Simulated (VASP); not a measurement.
Crystal: SiO2 (Stishovite).

```
CELL_PARAMETERS angstrom
4.18519 0.00000 0.00000
0.00000 4.18519 0.00000
0.00000 0.00000 2.66884
ATOMIC_POSITIONS crystal
Si 0.00000 0.00000 0.00000
Si 0.50000 0.50000 0.50000
O 0.30610 0.30610 0.00000
O 0.19390 0.80610 0.50000
O 0.69390 0.69390 0.00000
O 0.80610 0.19390 0.50000
```

Base run:

| Property | Result |
| --- | --- |
| Program | VASP 6.6.1 |
| Functional | PBE |
| Potentials or basis | VASP PAW PBE potentials, release 64 (Si, O) |
| Cutoff | 520 eV |
| k mesh | 6 × 6 × 8 |
| Occupations | gaussian, width 0.01 eV |
| Spin | no spin polarisation |

Its results: band gap on the k mesh 5.54 eV, direct; pressure 9.8 GPa; largest force 0.101 eV/Å.

Task: The run is repeated on the same cell with these changes: functional from PBE to r2SCAN. What comes out?

Result: Band gap on the k mesh 6.51 eV, direct; pressure 0.4 GPa; largest force 0.021 eV/Å.

r2SCAN gives the wider gap, since meta-GGAs in the generalised Kohn-Sham scheme recover part of the derivative discontinuity.

Caveats: the PAW data sets were made with another functional, which shifts forces and pressure a little (some runs).

A k mesh can miss the band edges.
